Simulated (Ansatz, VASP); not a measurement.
## AlN: VASP beside Ansatz

POSCAR

```
AlN
1.0
    0.0307724523      2.0092635354      2.0092635354
    2.0092635354      0.0307724523      2.0092635354
    2.0092635354      2.0092635354      0.0307724523
Al N
1 1
Direct
    0.0000000000      0.0000000000      0.0000000000
    0.5000000000      0.5000000000      0.5000000000
```

File INCAR.step1:

```
SYSTEM = AlN
  ALGO = Normal
  EDIFF = 1E-4
  ENCUT = 520
  GGA = PE
  ISMEAR = 0
  LASPH = .True.
  LCHARG = .False.
  LREAL = .False.
  LWAVE = .True.
  NBANDS = 11
  NELM = 80
  PREC = Accurate
  SIGMA = 0.01
```

Contents of INCAR.step2:

```
SYSTEM = AlN
  ALGO = Normal
  EDIFF = 1E-6
  ENCUT = 520
  ISIF = 2
  ISMEAR = 0
  ISTART = 1
  LASPH = .True.
  LCHARG = .False.
  LMIXTAU = .True.
  LREAL = .False.
  LWAVE = .False.
  METAGGA = R2SCAN
  NBANDS = 11
  NELM = 80
  PREC = Accurate
  SIGMA = 0.01
```

Contents of KPOINTS:

```
k-points
0
Gamma
  10 10 10
  0 0 0
```

Input for Ansatz:

```yaml
crystal:
  lattice:
    - [0.0307724523, 2.0092635354, 2.0092635354]
    - [2.0092635354, 0.0307724523, 2.0092635354]
    - [2.0092635354, 2.0092635354, 0.0307724523]
  atoms:
    - { symbol: Al, position: [0.0, 0.0, 0.0] }
    - { symbol: "N", position: [0.5, 0.5, 0.5] }
kpoints:
  mp_grid: { grid: [10, 10, 10] }
  band_path:
    path:
      - [0.0, 0.0, 0.0]
      - [0.5, 0.0, 0.5]
      - [0.625, 0.25, 0.625]
      - [0.375, 0.375, 0.75]
      - [0.5, 0.5, 0.5]
      - [0.5, 0.25, 0.75]
      - [0.0, 0.5, 0.5]
    npoints: 1
hamiltonian:
  xc: r2scan
scf:
  occupations: { method: fixed }
  n_extra_bands: 4
output:
  forces: true
  stress: true
  eigenvalues: true
```

Change from the starting cell: epitaxial_111 strain -2.0%.

Alike in both runs: task single point; functional r2SCAN; k mesh 10 × 10 × 10; no spin polarisation.

|  | VASP | Ansatz |
| --- | --- | --- |
| version | VASP 6.6.1 | Ansatz 0.2.0 |
| potentials or method | VASP PAW PBE potentials, release 64 (Al, N) | plane waves, PAW |
| plane-wave cutoff (eV) | 520 | 500 |
| occupations | gaussian, width 0.01 eV | fixed |
| valence electrons in the cell | 8 | 8 |

Ansatz gave:

- gap on the k mesh at the Fermi level (eV): 5.54
- pressure (GPa): 11.2
- traceless stress, the component that is largest in VASP (GPa): -5.61

Q: What did VASP give for the same quantities?

A: gap on the k mesh at the Fermi level (eV): 5.53; pressure (GPa): 10.4; traceless stress, the component that is largest in VASP (GPa): -5.62.

VASP's potentials were made for PBE, not for r2SCAN.
